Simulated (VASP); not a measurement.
A run of VASP 6.6.1 is set up as follows.

POSCAR

```
Ni
1.0
    0.0000000000      1.7596893146      1.7596893146
    1.7596893146      0.0000000000      1.7596893146
    1.7596893146      1.7596893146      0.0000000000
Ni
1
Direct
    0.0000000000      0.0000000000      0.0000000000
```

Contents of INCAR.step1:

```
SYSTEM = Ni
  ALGO = Normal
  EDIFF = 1E-5
  ENCUT = 520
  GGA = PE
  ISIF = 2
  ISMEAR = -1
  ISPIN = 2
  LASPH = .TRUE.
  LMAXMIX = 4
  LORBIT = 11
  LREAL = .FALSE.
  LWAVE = .TRUE.
  MAGMOM = 0.672
  NBANDS = 15
  NELM = 150
  PREC = Accurate
  SIGMA = 0.1
```

The input INCAR.step2:

```
SYSTEM = Ni
  ALGO = Normal
  EDIFF = 1E-6
  ENCUT = 520
  GGA = PE
  HFSCREEN = 0.2079
  ISIF = 2
  ISMEAR = -1
  ISPIN = 2
  ISTART = 1
  LASPH = .TRUE.
  LCHARG = .TRUE.
  LELF = .TRUE.
  LHFCALC = .TRUE.
  LMAXMIX = 4
  LORBIT = 11
  LREAL = .FALSE.
  LVHAR = .TRUE.
  LWAVE = .FALSE.
  MAGMOM = 0.672
  NBANDS = 15
  NELM = 150
  PREC = Accurate
  PRECFOCK = Normal
  SIGMA = 0.1
```

KPOINTS

```
k-points
0
G
  8 8 8
  0 0 0
```

Potentials or basis: VASP PAW PBE potentials, release 64 (Ni).

The run is started by

```bash
$ cat potpaw_PBE.64/Ni/POTCAR > POTCAR
$ cp INCAR.step1 INCAR
$ mpirun -np 1 vasp_std > vasp.out
$ cp INCAR.step2 INCAR
$ mpirun -np 1 vasp_std > vasp.out
```

(1) Predict the pressure.

(2) What does it give for the site moments?

(3) Estimate the net moment.

Results:

(1) -2.7 GPa.

(2) Ni +0.77 μB.

(3) 0.73 μB per cell.

Caveat: the k points lie up to 0.39 Å⁻¹ apart; the PAW data sets were made with another functional, which shifts forces and pressure a little.
